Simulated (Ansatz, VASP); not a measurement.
# One calculation of KBr, two programs

INCAR

```
ALGO = Normal
EDIFF = 1E-6
ENCUT = 520
GGA = PE
ISIF = 2
ISMEAR = -1
LASPH = T
LCHARG = F
LREAL = F
LWAVE = F
NBANDS = 24
NELM = 100
PREC = Accurate
SIGMA = 0.02
```

KPOINTS

```
k-points
0
Gamma
  6 6 4
```

The input POSCAR:

```
KBr
1.0
    5.5438543162      0.0000000000      0.0000000000
   -2.7719271581      4.8011186727      0.0000000000
    0.0000000000      0.0000000000      6.4666640637
K Br
2 2
Direct
    0.3333333333      0.6666666667     -0.0625000000
    0.6666666667      0.3333333333      0.4375000000
    0.3333333333      0.6666666667      0.4375000000
    0.6666666667      0.3333333333      0.9375000000
```

Input for Ansatz:

```yaml
crystal:
  lattice:
    - [5.5438543162, 0.0, 0.0]
    - [-2.7719271581, 4.8011186727, 0.0]
    - [0.0, 0.0, 6.4666640637]
  atoms:
    - { symbol: K, position: [0.3333333333, 0.6666666667, -0.0625] }
    - { symbol: K, position: [0.6666666667, 0.3333333333, 0.4375] }
    - { symbol: Br, position: [0.3333333333, 0.6666666667, 0.4375] }
    - { symbol: Br, position: [0.6666666667, 0.3333333333, 0.9375] }
kpoints:
  mp_grid: { grid: [6, 6, 4] }
  band_path:
    path:
      - [0.0, 0.0, 0.0]
      - [0.5, 0.0, 0.0]
      - [0.3333333333, 0.3333333333, 0.0]
      - [0.0, 0.0, 0.5]
      - [0.5, 0.0, 0.5]
      - [0.3333333333, 0.3333333333, 0.5]
    npoints: 1
hamiltonian:
  xc: pbe
scf:
  occupations: { method: fermi_dirac, width: 0.02 }
  n_extra_bands: 5
output:
  forces: true
  stress: true
  eigenvalues: true
```

Change from the starting cell: hydrostatic strain -1.3%.

Alike in both runs: task single point; functional PBE; k mesh 6 × 6 × 4; occupations fermi-dirac, width 0.02 eV; no spin polarisation.

```csv
,VASP,Ansatz
version,VASP 6.6.1,Ansatz 0.2.0
potentials or method,"VASP PAW PBE potentials, release 64 (K_sv, Br)","plane waves, PAW"
plane-wave cutoff (eV),520,420
valence electrons in the cell,32,32
```

|  | VASP | Ansatz | Ansatz less VASP |
| --- | --- | --- | --- |
| gap on the k mesh at the Fermi level (eV) | 4.25 | 4.25 | +0.001 |
| pressure (GPa) | 1.0 | 0.9 | -0.04 |
| traceless stress, the component that is largest in VASP (GPa) | 0.19 | 0.18 | -0.007 |
